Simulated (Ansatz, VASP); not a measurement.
SiC: VASP beside Ansatz

```
Si C
1.0
    -1.43486    1.43486    2.02738
     1.43486   -1.43486    2.02738
     1.43486    1.43486   -2.02738
Si C
1 1
Direct
  0.00000 0.00000 0.00000
  0.50000 0.50000 0.00000
```

Alike in both runs: functional PBE; k mesh 8 × 8 × 8; occupations gaussian, width 0.1 eV; no spin polarisation.

Ansatz relaxed the structure, and its values are those at the end. VASP's run is a single point on that final structure, the one shown.

|  | VASP | Ansatz |
| --- | --- | --- |
| version | VASP 6.6.1 | Ansatz 0.2.0 |
| potentials or method | VASP PAW PBE potentials, release 64 (Si, C), cutoff 520 eV | scalar-relativistic, plane waves, PAW |
| valence electrons in the cell | 8 | 8 |

Ansatz gave:

```
gap on the k mesh at the Fermi level (eV) : none
pressure (GPa)                            : 0.1
```

Problem. Which values does VASP return?

Solution. gap on the k mesh at the Fermi level (eV): none; pressure (GPa): 0.2.

A gap of «none» marks a metal or a gap that the smearing closes. With one functional, cell and mesh, what is left measures potentials, basis and numerics.

The k mesh is coarse, so the values compare programs but aren't converged.
